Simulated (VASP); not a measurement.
# Si16Ge (a cell with a defect) in VASP: a series of runs

The runs below take Si16Ge (a cell with a defect) through single point, with PBE.

Program: VASP 6.6.1. These are calculated values, not measurements. Logs are shortened: lines on timing, memory, paths and dates and some standing lists are left out, and cuts for length are marked.

### Step 1. The cell of the first run

The cell holds a defect, 17 atoms: a = 7.679 Å, b = 7.679 Å, c = 7.679 Å, α = 60.00°, β = 60.00°, γ = 60.00°.

### Step 2. Single point, PBE

Contents of INCAR:

```
PREC = Accurate ; ENCUT = 520
EDIFF = 1E-6 ; ISMEAR = 0
SIGMA = 0.05 ; LREAL = Auto
LASPH = T ; NELM = 100
ALGO = Normal ; ISIF = 2
LWAVE = F ; LCHARG = F
GGA = PE ; NBANDS = 53
```

Contents of KPOINTS:

```
Automatic mesh
0
Gamma
  2 2 2
```

Contents of POSCAR:

```
Si16Ge
1.0
    0.0000000000      5.4300000000      5.4300000000
    5.4300000000      0.0000000000      5.4300000000
    5.4300000000      5.4300000000      0.0000000000
Si Ge
16 1
Direct
   -0.0144733886     -0.0017982505     -0.0014807551
    0.0530299263      0.1488439227      0.1493164825
   -0.0144401473     -0.0018907919      0.5182441989
    0.1373922652      0.1067101289      0.6281616943
   -0.0144710866      0.5177858195     -0.0014872928
    0.1373584715      0.6278291897      0.1070120626
    0.0745033149      0.4750732965      0.4753707182
    0.1373945672      0.6277595764      0.6281564457
    0.4321116943      0.0225888582      0.0227196133
    0.6137241252      0.1137675875      0.1137620626
    0.5094883978     -0.0351480663      0.5128202578
    0.6137619705      0.1136662063      0.6589048803
    0.5094732965      0.5127475138     -0.0349692449
    0.6137267035      0.6587569061      0.1137548803
    0.5094895028      0.5128447514      0.5128263352
    0.6945322284      0.6017725599      0.6019344383
    0.5567581031      0.3143194291      0.3146245856
```

Potentials or basis: VASP PAW PBE potentials, release 64 (Si, Ge_d).

The run is started by

```sh
cat potpaw_PBE.64/Si/POTCAR potpaw_PBE.64/Ge_d/POTCAR > POTCAR
mpirun -np 1 vasp_std > vasp.out
```

OUTCAR:

```text
PREC = Accurate
   ENCUT = 520
   EDIFF = 1E-6
   ISMEAR = 0
   LREAL = Auto
   LASPH = T
   NELM = 100
   ISIF = 2
   GGA = PE

 ion  position               nearest neighbor table
   1  0.986  0.998  0.999-   4 2.33   6 2.33  10 2.33   2 2.34
   2  0.053  0.149  0.149-   3 2.34   5 2.34   1 2.34   9 2.38
   3  0.986  0.998  0.518-   8 2.33   4 2.33  12 2.33   2 2.34
   4  0.137  0.107  0.628-   3 2.33   1 2.33  11 2.34   7 2.34
   5  0.986  0.518  0.999-   8 2.33   6 2.33  14 2.33   2 2.34
   6  0.137  0.628  0.107-   5 2.33   1 2.33  13 2.34   7 2.34
   7  0.075  0.475  0.475-   8 2.34   4 2.34   6 2.34  16 2.38  17 3.02
   8  0.137  0.628  0.628-   3 2.33   5 2.33  15 2.34   7 2.34
   9  0.432  0.023  0.023-  12 2.32  14 2.32  10 2.32   2 2.38
  10  0.614  0.114  0.114-   9 2.32   1 2.33  17 2.44  13 2.51  11 2.51
  11  0.509  0.965  0.513-  16 2.32   4 2.34  17 2.45  10 2.51  12 2.51
  12  0.614  0.114  0.659-   9 2.32   3 2.33  17 2.44  11 2.51  15 2.51
  13  0.509  0.513  0.965-  16 2.32   6 2.34  17 2.45  10 2.51  14 2.51
  14  0.614  0.659  0.114-   9 2.32   5 2.33  17 2.44  13 2.51  15 2.51
  15  0.509  0.513  0.513-  16 2.32   8 2.34  17 2.45  14 2.51  12 2.51
  16  0.695  0.602  0.602-  15 2.32  11 2.32  13 2.32   7 2.38
  17  0.557  0.314  0.315-  12 2.44  14 2.44  10 2.44  15 2.45  11 2.45  13 2.45   7 3.02

  LATTYP: Found a face centered cubic cell.
 ALAT       =    10.8600000000

  Lattice vectors:

 A1 = (   0.0000000000,   5.4300000000,   5.4300000000)
 A2 = (   5.4300000000,   0.0000000000,   5.4300000000)
 A3 = (   5.4300000000,   5.4300000000,   0.0000000000)

Analysis of symmetry for initial positions (statically):
=====================================================================
 Subroutine PRICEL returns:
 Original cell was already a primitive cell.

 Routine SETGRP: Setting up the symmetry group for a
 face centered cubic supercell.

 Subroutine GETGRP returns: Found  1 space group operations
 (whereof  1 operations were pure point group operations)
 out of a pool of 48 trial point group operations.

The static configuration has the point symmetry C_1 .

Analysis of symmetry for dynamics (positions and initial velocities):
=====================================================================
 Subroutine PRICEL returns:
 Original cell was already a primitive cell.

 Routine SETGRP: Setting up the symmetry group for a
 face centered cubic supercell.

 Subroutine GETGRP returns: Found  1 space group operations
 (whereof  1 operations were pure point group operations)
 out of a pool of 48 trial point group operations.

The dynamic configuration has the point symmetry C_1 .

 Subroutine INISYM returns: Found  1 space group operations
 (whereof  1 operations are pure point group operations),
 and found     1 'primitive' translations

----------------------------------------------------------------------------------------

                                     Primitive cell

  volume of cell :     320.2060

  direct lattice vectors                    reciprocal lattice vectors
     0.000000000  5.430000000  5.430000000    -0.092081031  0.092081031  0.092081031
     5.430000000  0.000000000  5.430000000     0.092081031 -0.092081031  0.092081031
     5.430000000  5.430000000  0.000000000     0.092081031  0.092081031 -0.092081031

  length of vectors
     7.679179644  7.679179644  7.679179644     0.159489025  0.159489025  0.159489025

  position of ions in fractional coordinates (direct lattice)
     0.985526611  0.998201749  0.998519245
     0.053029926  0.148843923  0.149316482
     0.985559853  0.998109208  0.518244199
     0.137392265  0.106710129  0.628161694
     0.985528913  0.517785819  0.998512707
     0.137358472  0.627829190  0.107012063
[... 9 lines left out ...]
     0.694532228  0.601772560  0.601934438
     0.556758103  0.314319429  0.314624586

  ion indices of the primitive-cell ions
   primitive index   ion index
                 1           1
                 2           2
                 3           3
                 4           4
                 5           5
                 6           6
[... 9 lines left out ...]
                16          16
                17          17

----------------------------------------------------------------------------------------

 KPOINTS: Automatic mesh

Automatic generation of k-mesh.
 Grid dimensions read from file:
 generate k-points for:    2    2    2

 Generating k-lattice:

  Cartesian coordinates                     Fractional coordinates (reciprocal lattice)
    -0.046040516  0.046040516  0.046040516     0.500000000  0.000000000  0.000000000
     0.046040516 -0.046040516  0.046040516     0.000000000  0.500000000  0.000000000
     0.046040516  0.046040516 -0.046040516     0.000000000  0.000000000  0.500000000

  Length of vectors
     0.079744512  0.079744512  0.079744512

  Shift w.r.t. Gamma in fractional coordinates (k-lattice)
[... 38 lines left out ...]
   NSW    =      0    number of steps for IOM
   IBRION =     -1    ionic relax: 0-MD 1-quasi-New 2-CG
   NFREE  =      0    steps in history (QN), initial steepest desc. (CG)
   ISIF   =      2    stress and relaxation
   ISYM   =      2    0-nonsym 1-usesym 2-fastsym
   POTIM  = 0.5000    time-step for ionic-motion
   TEBEG  =    0.0;   TEEND  =   0.0 temperature during run
   PSTRESS=    0.0 pullay stress
   NELECT =      78.0000    total number of electrons
   NUPDOWN=      -1.0000    fix difference up-down
   EMIN   =  10.00;   EMAX   =-10.00  energy-range for DOS
   EFERMI =   0.00;   METHOD = LEGACY
   ISMEAR =     0;   SIGMA  =   0.05  broadening in eV -4-tet -1-fermi 0-gaus
   EFERMI_NEDOS =   21; number of points for ismear=-14 and -15
   IALGO  =     38    algorithm
   IMIX   =      4    mixing-type and parameters
     AMIX     =   0.40;   BMIX     =  1.00
     AMIX_MAG =   1.60;   BMIX_MAG =  1.00
  volume/ion in A,a.u.               =      18.84       127.11
  Fermi-wavevector in a.u.,A,eV,Ry     =   1.022421  1.932096 14.222785  1.045345
  Thomas-Fermi vector in A             =   2.156100
   LORBIT       =      0    0 simple, 1 ext, 2 COOP (PROOUT), +10 PAW based schemes
   GGA     = PE    functional components
   LHFCALC =     F    Hartree Fock is set to
   AEXX    =    0.0000 exact exchange contribution
   IVDW    =     0    specifies the selected vdW correction
   LEPSILON=     F    determine dielectric tensor
   LRPA    =     F    only Hartree local field effects (RPA)
 non-spin polarized calculation
 Gauss-broadening in eV      SIGMA  =   0.05
  energy-cutoff  :      520.00
  volume of cell :      320.21
 maximum number of plane-waves:      8646
 NGX is ok and might be reduce to    60
   NGX = 29   NGY = 29   NGZ = 29

 number of electron      78.0000002 magnetization

 Free energy of the ion-electron system (eV)
  ---------------------------------------------------
  ext. energy  EPLUGINS =         0.00000000
  ---------------------------------------------------
  free energy    TOTEN  =       -86.35776945 eV

  energy without entropy =      -86.35656634  energy(sigma->0) =      -86.35716790

 E-fermi :   6.6363     XC(G=0):  -9.7732

 val. band max:        6.5659167863   @ k =   0.5000   0.0000   0.0000
 cond. band min:       6.7143781461   @ k =   0.0000   0.0000   0.0000
 fundamental gap:      0.1484613598
 Fermi energy:         6.6363060948

 k-point     1 :       0.0000    0.0000    0.0000
  band No.  band energies     occupation
      1     -17.9178      2.00000
      2     -17.9178      2.00000
      3     -17.7882      2.00000
      4     -17.7882      2.00000
      5     -17.7827      2.00000
      6      -6.3413      2.00000
[... 43 lines left out ...]
     50       8.6153      0.00000
     51       8.8297      0.00000

 k-point     2 :       0.5000    0.0000    0.0000
  band No.  band energies     occupation
      1     -17.9178      2.00000
      2     -17.9178      2.00000
      3     -17.7882      2.00000
      4     -17.7882      2.00000
      5     -17.7827      2.00000
      6      -5.9912      2.00000
[... 316 lines left out ...]
 k-point     8 :       0.5000    0.0000    0.5000
  band No.  band energies     occupation
      1     -17.9178      2.00000
      2     -17.9178      2.00000
      3     -17.7882      2.00000
      4     -17.7882      2.00000
      5     -17.7827      2.00000
      6      -5.8059      2.00000
[... 43 lines left out ...]
     50      10.3878      0.00000
     51      10.4229      0.00000
 [bands above 51 left out]

------------------------ aborting loop because EDIFF is reached ----------------------------------------

  FORCE on cell =-STRESS in cart. coord.  units (eV):
  Direction    XX          YY          ZZ          XY          YZ          ZX
  --------------------------------------------------------------------------------------
  -------------------------------------------------------------------------------------
  Total       10.8871061     10.8887519     10.8870085      1.2920852     -1.2918598      1.2908267
  in kB       54.4745375     54.4827727     54.4740495      6.4650554     -6.4639275      6.4587584
  external PRESSURE =      54.4771199 kB  Pullay stress =       0.0000000 kB

 VOLUME and BASIS-vectors are now :
 -----------------------------------------------------------------------------
  energy-cutoff  :      520.00
  volume of cell :      320.21
      direct lattice vectors                 reciprocal lattice vectors
     0.000000000  5.430000000  5.430000000    -0.092081031  0.092081031  0.092081031
     5.430000000  0.000000000  5.430000000     0.092081031 -0.092081031  0.092081031
     5.430000000  5.430000000  0.000000000     0.092081031  0.092081031 -0.092081031

 POSITION                                       TOTAL-FORCE (eV/Angst)
 -----------------------------------------------------------------------------------
     10.84219     10.77337     10.77164        -0.003471     -0.000043     -0.000728
      1.61901      1.09874      1.09618         0.007732     -0.011382     -0.008122
      8.23380      8.16566     10.77132         0.000556      0.001539     -0.000130
      3.99035      4.15696      1.32548        -0.001952      0.002424     -0.007055
      8.23350     10.77335      8.16300         0.000778      0.000045      0.003310
      3.99019      1.32693      4.15497        -0.002283     -0.008003      0.002139
[... 9 lines left out ...]
      6.53613      7.03981      7.03894         0.011013     -0.010455     -0.011070
      3.41517      4.73161      4.72995        -0.007349      0.003280      0.007090
 -----------------------------------------------------------------------------------
    total drift:                               -0.000184     -0.003092      0.000054

  FREE ENERGIE OF THE ION-ELECTRON SYSTEM (eV)
  ---------------------------------------------------
  free  energy   TOTEN  =       -86.3577694526 eV

  energy  without entropy=      -86.3565663447  energy(sigma->0) =      -86.35716790
```

It took 4.5 min on 1 thread of Intel Xeon 6975P-C, shared host; peak memory 0.5 GiB.

What came out:

```yaml
Free_energy: -86.3578 eV
Pressure: 5.4 GPa
Largest_force: 0.019 eV/Å
Band_gap_on_the_k_mesh: 0.15 eV
```

Forces in eV/Å, atoms in the order of the input:
```
Si  -0.003  0.000 -0.001
Si   0.008 -0.011 -0.008
Si   0.001  0.002  0.000
Si  -0.002  0.002 -0.007
Si   0.001  0.000  0.003
Si  -0.002 -0.008  0.002
Si  -0.011  0.009  0.011
Si   0.007  0.002  0.002
Si  -0.004  0.004  0.004
Si   0.005  0.008  0.005
Si   0.007 -0.003  0.005
Si  -0.005 -0.005  0.005
Si   0.006  0.004 -0.005
Si  -0.005  0.008 -0.005
Si  -0.005 -0.003 -0.007
Si   0.011 -0.010 -0.011
Ge  -0.007  0.003  0.007
```

Stress tensor (GPa, compression positive):
```
 5.45  0.65  0.65
 0.65  5.45 -0.65
 0.65 -0.65  5.45
```

Levels at points of the mesh, in eV from the valence-band top:
| k point | band 37 | band 38 | band 39 | band 40 | band 41 | band 42 |
| --- | --- | --- | --- | --- | --- | --- |
| (0.00, 0.00, 0.00) | -0.36 | -0.34 | -0.34 | 0.15 | 0.15 | 0.50 |
| (0.50, 0.00, 0.00) | -1.01 | -1.01 | 0.00 | 0.64 | 0.64 | 1.38 |
| (0.00, 0.50, 0.00) | -1.14 | -0.55 | -0.23 | 0.46 | 0.95 | 1.10 |
| (0.00, 0.00, 0.50) | -1.14 | -0.55 | -0.23 | 0.46 | 0.95 | 1.10 |
| (0.50, 0.50, 0.50) | -1.14 | -0.55 | -0.23 | 0.46 | 0.95 | 1.10 |
| (0.50, 0.50, 0.00) | -1.48 | -0.37 | -0.04 | 0.65 | 1.63 | 1.65 |
| (0.00, 0.50, 0.50) | -1.48 | -0.37 | -0.04 | 0.65 | 1.63 | 1.65 |
| (0.50, 0.00, 0.50) | -1.48 | -0.37 | -0.04 | 0.65 | 1.63 | 1.65 |

Caveat: the k points lie up to 0.50 Å⁻¹ apart.

### Step 3. Single point, PBE

Contents of INCAR:

```
SYSTEM = Si16Ge
ALGO = Normal
EDIFF = 1E-6
ENCUT = 520
GGA = PE
ISIF = 2
ISMEAR = 0
LASPH = .True.
LCHARG = .False.
LREAL = Auto
LWAVE = .False.
NBANDS = 53
NELECT = 66.0
NELM = 100
PREC = Accurate
SIGMA = 0.05
```

Contents of KPOINTS:

```
k-points
0
Gamma
  2 2 2
  0 0 0
```

Contents of POSCAR:

```
Si16Ge
1.0
    0.0000000000      5.4300000000      5.4300000000
    5.4300000000      0.0000000000      5.4300000000
    5.4300000000      5.4300000000      0.0000000000
Si Ge
16 1
Direct
    0.0115235727     -0.0348244936      0.0102974217
    0.1587786372      0.1130744015      0.1143513812
    0.0177201657     -0.0023645488      0.4862231123
    0.1268076427      0.1066676796      0.6383433702
    0.0114999079      0.5120024862      0.0103960405
    0.1014673112      0.6018332413      0.1940354512
   -0.0250612339      0.4753275322      0.5738043278
    0.1268629834      0.6274160221      0.6384605893
    0.5223325046      0.0229196133     -0.0687126151
    0.6122879374      0.1129953039      0.1146146409
    0.4971244015     -0.0022899632      0.4865251381
    0.6489444751      0.1493638122      0.5517763352
    0.4647139963      0.5120598527      0.0101556169
    0.6123746777      0.6594282689      0.1144232965
    0.4970957643      0.5181349908      0.4863069982
    0.6063156538      0.6273392265      0.6381808471
    0.8120309392      0.3126990792      0.0616141805
```

Potentials or basis: VASP PAW PBE potentials, release 64 (Si, Ge_d).

The run is started by

```sh
cat potpaw_PBE.64/Si/POTCAR potpaw_PBE.64/Ge_d/POTCAR > POTCAR
mpirun -np 1 vasp_std > vasp.out
```

It took 4.9 min on 1 thread of Intel Xeon 6975P-C, shared host; peak memory 0.5 GiB.

The run converged. Its results:

| Quantity | Value |
| --- | --- |
| Free energy | -153.9387 eV |
| Largest force | 1.353 eV/Å |

Forces on the atoms (eV/Å):
```
Si  -0.215  0.041 -0.041
Si  -0.052  0.229  0.045
Si  -0.039 -0.025  0.038
Si   0.021  0.039 -0.040
Si   0.049  0.044  0.220
Si   0.782  0.778 -0.784
Si  -0.113 -0.111  0.115
Si   0.039  0.038 -0.021
Si  -0.773 -0.775  0.769
Si  -0.045 -0.041 -0.231
Si  -0.039 -0.039  0.022
Si   0.107  0.108 -0.106
Si   0.042 -0.221 -0.037
Si   0.224 -0.047  0.043
Si  -0.024 -0.039  0.038
Si   0.040  0.020 -0.039
Ge  -0.004 -0.001  0.010
```

Levels at points of the mesh, in eV from the Fermi level:
```csv
k point,band 29,band 30,band 31,band 32,band 33,band 34,band 35,band 36,band 37,band 38
"(0.00, 0.00, 0.00)",-0.29,-0.20,0.29,0.29,0.34,0.34,0.68,0.77,1.38,1.38
"(0.50, 0.00, 0.00)",-0.90,-0.79,-0.62,-0.52,-0.36,0.46,0.54,0.60,0.67,1.26
"(0.00, 0.50, 0.00)",-0.90,-0.79,-0.62,-0.52,-0.36,0.46,0.54,0.60,0.67,1.26
"(0.00, 0.00, 0.50)",-1.66,-0.61,-0.61,-0.43,-0.14,0.34,0.72,0.72,0.77,0.77
"(0.50, 0.50, 0.50)",-0.90,-0.79,-0.62,-0.52,-0.36,0.46,0.54,0.60,0.67,1.26
"(0.50, 0.50, 0.00)",-1.65,-0.90,-0.50,-0.28,-0.24,-0.14,0.14,0.24,0.41,1.53
"(0.00, 0.50, 0.50)",-1.65,-0.90,-0.50,-0.28,-0.24,-0.14,0.14,0.24,0.41,1.53
"(0.50, 0.00, 0.50)",-1.65,-0.90,-0.50,-0.28,-0.24,-0.14,0.14,0.24,0.41,1.53
```

Caveat: the k points lie up to 0.50 Å⁻¹ apart; the cell carries a net charge on a neutralising background, which shifts energy and pressure; the cell is charged against a uniform background, so pressure and absolute levels hang on convention.

### Step 4. Single point, PBE

Contents of INCAR:

```
SYSTEM = Si16Ge
PREC = Accurate ; ENCUT = 520
EDIFF = 1E-7 ; ISMEAR = 0
SIGMA = 0.05 ; LREAL = Auto
LASPH = .TRUE. ; NELM = 100
ALGO = Normal ; ISIF = 2
LWAVE = .FALSE. ; LCHARG = .FALSE.
GGA = PE ; NBANDS = 53
NELECT = 66.0
```

Contents of KPOINTS:

```
Automatic mesh
0
G
  2 2 2
  0 0 0
```

Contents of POSCAR:

```
Si16Ge
1.0
    0.0000000000      5.4300000000      5.4300000000
    5.4300000000      0.0000000000      5.4300000000
    5.4300000000      5.4300000000      0.0000000000
Si Ge
16 1
Direct
   -0.0144733886     -0.0017982505     -0.0014807551
    0.0530299263      0.1488439227      0.1493164825
   -0.0144401473     -0.0018907919      0.5182441989
    0.1373922652      0.1067101289      0.6281616943
   -0.0144710866      0.5177858195     -0.0014872928
    0.1373584715      0.6278291897      0.1070120626
    0.0745033149      0.4750732965      0.4753707182
    0.1373945672      0.6277595764      0.6281564457
    0.4321116943      0.0225888582      0.0227196133
    0.6137241252      0.1137675875      0.1137620626
    0.5094883978     -0.0351480663      0.5128202578
    0.6137619705      0.1136662063      0.6589048803
    0.5094732965      0.5127475138     -0.0349692449
    0.6137267035      0.6587569061      0.1137548803
    0.5094895028      0.5128447514      0.5128263352
    0.6945322284      0.6017725599      0.6019344383
    0.5567581031      0.3143194291      0.3146245856
```

The run is started by

```sh
cat potpaw_PBE.64/Si/POTCAR potpaw_PBE.64/Ge_d/POTCAR > POTCAR
mpirun -np 1 vasp_std > vasp.out
```

Run time: 5.3 min. Hardware: 1 thread of Intel Xeon 6975P-C, shared host; peak memory 0.5 GiB.

Results (log left out):

* Free energy: -153.9361 eV
* Largest force: 1.378 eV/Å

Forces in eV/Å, atoms in the order of the input:
```
Si   0.020 -0.039 -0.040
Si  -0.094  0.095  0.094
Si   0.039 -0.020 -0.039
Si  -0.044  0.046  0.015
Si   0.040 -0.039 -0.020
Si  -0.045  0.013  0.045
Si   0.125 -0.126 -0.125
Si  -0.014  0.045  0.044
Si   0.751 -0.752 -0.751
Si  -0.255 -0.054 -0.054
Si  -0.036  0.036 -0.204
Si   0.057  0.257 -0.057
Si  -0.034 -0.203  0.034
Si   0.055 -0.054  0.255
Si   0.204  0.036  0.036
Si  -0.795  0.796  0.795
Ge   0.026 -0.038 -0.027
```

Levels at points of the mesh, in eV from the Fermi level:
| k point | band 31 | band 32 | band 33 | band 34 | band 35 | band 36 |
| --- | --- | --- | --- | --- | --- | --- |
| (0.00, 0.00, 0.00) | 0.29 | 0.29 | 0.34 | 0.34 | 0.68 | 0.76 |
| (0.50, 0.00, 0.00) | -0.61 | -0.43 | -0.14 | 0.34 | 0.72 | 0.72 |
| (0.00, 0.50, 0.00) | -0.62 | -0.52 | -0.36 | 0.45 | 0.54 | 0.60 |
| (0.00, 0.00, 0.50) | -0.62 | -0.52 | -0.36 | 0.45 | 0.55 | 0.60 |
| (0.50, 0.50, 0.50) | -0.62 | -0.52 | -0.36 | 0.45 | 0.54 | 0.60 |
| (0.50, 0.50, 0.00) | -0.50 | -0.28 | -0.24 | -0.14 | 0.14 | 0.24 |
| (0.00, 0.50, 0.50) | -0.50 | -0.28 | -0.24 | -0.14 | 0.14 | 0.24 |
| (0.50, 0.00, 0.50) | -0.50 | -0.28 | -0.24 | -0.14 | 0.14 | 0.24 |

Caveat: the k points lie up to 0.50 Å⁻¹ apart; the cell carries a net charge on a neutralising background, which shifts energy and pressure; the cell is charged against a uniform background, so pressure and absolute levels hang on convention.
